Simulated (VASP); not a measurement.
# K (Fm-3m) in VASP: single point with PBEsol

Aim: the single point of K with PBEsol.

All numbers are computed with VASP 6.6.1; they aren't measurements. Logs are shortened: lines on timing, memory, paths and dates and some standing lists are left out, and cuts for length are marked.

## Step 1: The cell of the first run

The structure is cubic, space group Fm-3m (No. 225). Conventional cell: a = 5.048 Å, b = 5.048 Å, c = 5.048 Å, α = 90.00°, β = 90.00°, γ = 90.00°. Within 4.7 Å of K (site symmetry m-3m) lie 12 K at 3.57 Å.

## Step 2: Single point, PBEsol

INCAR reads:

```
  PREC = Accurate
  ENCUT = 500
  EDIFF = 1E-6
  ISMEAR = -1
  SIGMA = 0.0272
  LREAL = F
  LASPH = T
  NELM = 120
  ALGO = Normal
  ISIF = 2
  LWAVE = F
  LCHARG = F
  GGA = PS
  NBANDS = 10
  GGA_COMPAT = F
```

KPOINTS reads:

```
Automatic mesh
0
Gamma
  10 10 10
```

POSCAR reads:

```
K
1.0
    0.0000000000      2.5240000000      2.5240000000
    2.5240000000      0.0000000000      2.5240000000
    2.5240000000      2.5240000000      0.0000000000
K
1
Direct
    0.0000000000      0.0000000000      0.0000000000
```

Potentials or basis: VASP PAW PBE potentials, release 64 (K_sv).

The run is started by

```bash
$ cat potpaw_PBE.64/K_sv/POTCAR > POTCAR
$ mpirun -np 1 vasp_std > vasp.out
```

OUTCAR:

```text
PREC = Accurate
   ENCUT = 500
   EDIFF = 1E-6
   ISMEAR = -1
   LREAL = F
   LASPH = T
   NELM = 120
   ISIF = 2
   GGA = PS

 ion  position               nearest neighbor table
   1  0.000  0.000  0.000-

  LATTYP: Found a face centered cubic cell.
 ALAT       =     5.0480000000

  Lattice vectors:

 A1 = (   0.0000000000,   2.5240000000,   2.5240000000)
 A2 = (   2.5240000000,   0.0000000000,   2.5240000000)
 A3 = (   2.5240000000,   2.5240000000,   0.0000000000)

Analysis of symmetry for initial positions (statically):
=====================================================================
 Subroutine PRICEL returns:
 Original cell was already a primitive cell.

 Routine SETGRP: Setting up the symmetry group for a
 face centered cubic supercell.

 Subroutine GETGRP returns: Found 48 space group operations
 (whereof 48 operations were pure point group operations)
 out of a pool of 48 trial point group operations.

The static configuration has the point symmetry O_h .

Analysis of symmetry for dynamics (positions and initial velocities):
=====================================================================
 Subroutine PRICEL returns:
 Original cell was already a primitive cell.

 Routine SETGRP: Setting up the symmetry group for a
 face centered cubic supercell.

 Subroutine GETGRP returns: Found 48 space group operations
 (whereof 48 operations were pure point group operations)
 out of a pool of 48 trial point group operations.

The dynamic configuration has the point symmetry O_h .

 Subroutine INISYM returns: Found 48 space group operations
 (whereof 48 operations are pure point group operations),
 and found     1 'primitive' translations

----------------------------------------------------------------------------------------

                                     Primitive cell

  volume of cell :      32.1587

  direct lattice vectors                    reciprocal lattice vectors
     0.000000000  2.524000000  2.524000000    -0.198098257  0.198098257  0.198098257
     2.524000000  0.000000000  2.524000000     0.198098257 -0.198098257  0.198098257
     2.524000000  2.524000000  0.000000000     0.198098257  0.198098257 -0.198098257

  length of vectors
     3.569475031  3.569475031  3.569475031     0.343116246  0.343116246  0.343116246
[... 79 lines left out ...]
   EDIFF  = 0.1E-05   stopping-criterion for ELM
   LREAL  =      F    real-space projection
   EDIFFG = 0.1E-04   stopping-criterion for IOM
   NSW    =      0    number of steps for IOM
   IBRION =     -1    ionic relax: 0-MD 1-quasi-New 2-CG
   NFREE  =      0    steps in history (QN), initial steepest desc. (CG)
   ISIF   =      2    stress and relaxation
   ISYM   =      2    0-nonsym 1-usesym 2-fastsym
   POTIM  = 0.5000    time-step for ionic-motion
   TEBEG  =    0.0;   TEEND  =   0.0 temperature during run
   PSTRESS=    0.0 pullay stress
   NELECT =       9.0000    total number of electrons
   NUPDOWN=      -1.0000    fix difference up-down
   EMIN   =  10.00;   EMAX   =-10.00  energy-range for DOS
   EFERMI =   0.00;   METHOD = LEGACY
   ISMEAR =    -1;   SIGMA  =   0.03  broadening in eV -4-tet -1-fermi 0-gaus
   EFERMI_NEDOS =   21; number of points for ismear=-14 and -15
   IALGO  =     38    algorithm
   IMIX   =      4    mixing-type and parameters
     AMIX     =   0.40;   BMIX     =  1.00
     AMIX_MAG =   1.60;   BMIX_MAG =  1.00
  volume/ion in A,a.u.               =      32.16       217.02
  Fermi-wavevector in a.u.,A,eV,Ry     =   1.070836  2.023587 15.601663  1.146690
  Thomas-Fermi vector in A             =   2.206558
   LORBIT       =      0    0 simple, 1 ext, 2 COOP (PROOUT), +10 PAW based schemes
   GGA     = PS    functional components
   LHFCALC =     F    Hartree Fock is set to
   AEXX    =    0.0000 exact exchange contribution
   IVDW    =     0    specifies the selected vdW correction
   LEPSILON=     F    determine dielectric tensor
   LRPA    =     F    only Hartree local field effects (RPA)
 non-spin polarized calculation
  energy-cutoff  :      500.00
  volume of cell :       32.16
 maximum number of plane-waves:       869
 NGX is ok and might be reduce to    28
   NGX = 13   NGY = 13   NGZ = 13

 number of electron       9.0000001 magnetization

 Free energy of the ion-electron system (eV)
  ---------------------------------------------------
  ext. energy  EPLUGINS =         0.00000000
  ---------------------------------------------------
  free energy    TOTEN  =        -0.31177873 eV

  energy without entropy =       -0.30642076  energy(sigma->0) =       -0.30909974

 E-fermi :   2.6584     XC(G=0):  -8.2653

 val. band max:        2.6512143813   @ k =   0.5000   0.2000   0.1000
 cond. band min:       2.6599747945   @ k =   0.5000   0.4000   0.0000
 fundamental gap:      0.0087604132
 Fermi energy:         2.6584356847

 k-point     1 :       0.0000    0.0000    0.0000
  band No.  band energies     occupation
      1     -29.4880      2.00000
      2     -12.6267      2.00000
      3     -12.6267      2.00000
      4     -12.6267      2.00000
      5      -0.7353      2.00000
      6       7.2058      0.00000
      7       7.2058      0.00000
      8       7.2058      0.00000
      9       9.4027      0.00000
     10       9.4027      0.00000
[... 287 lines left out ...]
 k-point    24 :       0.4000    0.3000    0.0000
  band No.  band energies     occupation
      1     -29.3470      2.00000
      2     -13.3071      2.00000
      3     -12.8858      2.00000
      4     -12.8554      2.00000
      5       2.2384      2.00000
      6       4.5667      0.00000
      7       5.7647      0.00000
      8       8.9092      0.00000
      9       9.4663      0.00000
     10      10.7950      0.00000

 [... further k-points ...]

------------------------ aborting loop because EDIFF is reached ----------------------------------------

  FORCE on cell =-STRESS in cart. coord.  units (eV):
  Direction    XX          YY          ZZ          XY          YZ          ZX
  --------------------------------------------------------------------------------------
  -------------------------------------------------------------------------------------
  Total        2.4330338      2.4330338      2.4330338     -0.0000000      0.0000000     -0.0000000
  in kB      121.2162024    121.2162024    121.2162024     -0.0000000      0.0000000     -0.0000000
  external PRESSURE =     121.2162024 kB  Pullay stress =       0.0000000 kB

 VOLUME and BASIS-vectors are now :
 -----------------------------------------------------------------------------
  energy-cutoff  :      500.00
  volume of cell :       32.16
      direct lattice vectors                 reciprocal lattice vectors
     0.000000000  2.524000000  2.524000000    -0.198098257  0.198098257  0.198098257
     2.524000000  0.000000000  2.524000000     0.198098257 -0.198098257  0.198098257
     2.524000000  2.524000000  0.000000000     0.198098257  0.198098257 -0.198098257

 POSITION                                       TOTAL-FORCE (eV/Angst)
 -----------------------------------------------------------------------------------
      0.00000      0.00000      0.00000         0.000000      0.000000      0.000000
 -----------------------------------------------------------------------------------
    total drift:                               -0.000000     -0.000000     -0.000000

  FREE ENERGIE OF THE ION-ELECTRON SYSTEM (eV)
  ---------------------------------------------------
  free  energy   TOTEN  =        -0.3117787316 eV

  energy  without entropy=       -0.3064207570  energy(sigma->0) =       -0.30909974
```

OSZICAR:

```text
N       E                     dE             d eps       ncg     rms          rms(c)
DAV:   1     0.503086288731E+02    0.50309E+02   -0.41623E+03   940   0.762E+02
DAV:   2     0.102841854512E+01   -0.49280E+02   -0.48356E+02  1034   0.213E+02
DAV:   3    -0.288119957623E+00   -0.13165E+01   -0.13020E+01  1332   0.283E+01
DAV:   4    -0.321451712050E+00   -0.33332E-01   -0.33124E-01  1158   0.430E+00
DAV:   5    -0.323842575509E+00   -0.23909E-02   -0.23819E-02  1434   0.702E-01    0.551E+00
DAV:   6    -0.311561724773E+00    0.12281E-01   -0.29338E-02  1076   0.148E+00    0.371E+00
DAV:   7    -0.312711698720E+00   -0.11500E-02   -0.35775E-02  1168   0.154E+00    0.423E-01
DAV:   8    -0.311779882322E+00    0.93182E-03   -0.53442E-03  1076   0.767E-01    0.113E-01
DAV:   9    -0.311778337222E+00    0.15451E-05   -0.84332E-05  1186   0.741E-02    0.271E-02
DAV:  10    -0.311778840439E+00   -0.50322E-06   -0.16538E-05  1348   0.336E-02    0.384E-03
DAV:  11    -0.311778731632E+00    0.10881E-06   -0.11281E-07   642   0.480E-03
   1 F= -.31177873E+00 E0= -.30909974E+00  d E =-.535797E-02
```

stdout:

```text
POSCAR found type information on POSCAR K
 POSCAR found :  1 types and       1 ions
 scaLAPACK will be used
 -----------------------------------------------------------------------------
|                                                                             |
|                                                                             |
|     You enforced a specific xc type in the INCAR file but a different       |
|     I HOPE YOU KNOW WHAT YOU ARE DOING!                                     |
|                                                                             |
 -----------------------------------------------------------------------------

 LDA part: xc-table for (Slater+PW92), standard interpolation
 POSCAR, INCAR and KPOINTS ok, starting setup
 FFT: planning ... GRIDC
 FFT: planning ... GRID_SOFT
 FFT: planning ... GRID
 WAVECAR not read
 entering main loop
```

It took 29 s on 1 thread of Intel Xeon 8259CL, shared host; peak memory 0.16 GiB.

Results:

| Quantity | Value |
| --- | --- |
| Free energy | -0.3118 eV |
| Pressure | 12.1 GPa |

Levels at points of the mesh, in eV from the Fermi level:
| k point | band 1 | band 2 | band 3 | band 4 | band 5 | band 6 | band 7 | band 8 | band 9 | band 10 |
| --- | --- | --- | --- | --- | --- | --- | --- | --- | --- | --- |
| (0.00, 0.00, 0.00) | -32.15 | -15.29 | -15.29 | -15.29 | -3.39 | 4.55 | 4.55 | 4.55 | 6.74 | 6.74 |
| (0.50, 0.00, 0.00) | -32.01 | -16.18 | -15.39 | -15.39 | -0.05 | 1.60 | 4.21 | 4.21 | 8.25 | 8.25 |
| (0.50, 0.50, 0.00) | -31.97 | -16.11 | -15.58 | -15.58 | -0.11 | 1.45 | 3.31 | 8.27 | 8.71 | 8.71 |

Caveat: the PAW data sets were made with another functional, which shifts forces and pressure a little.
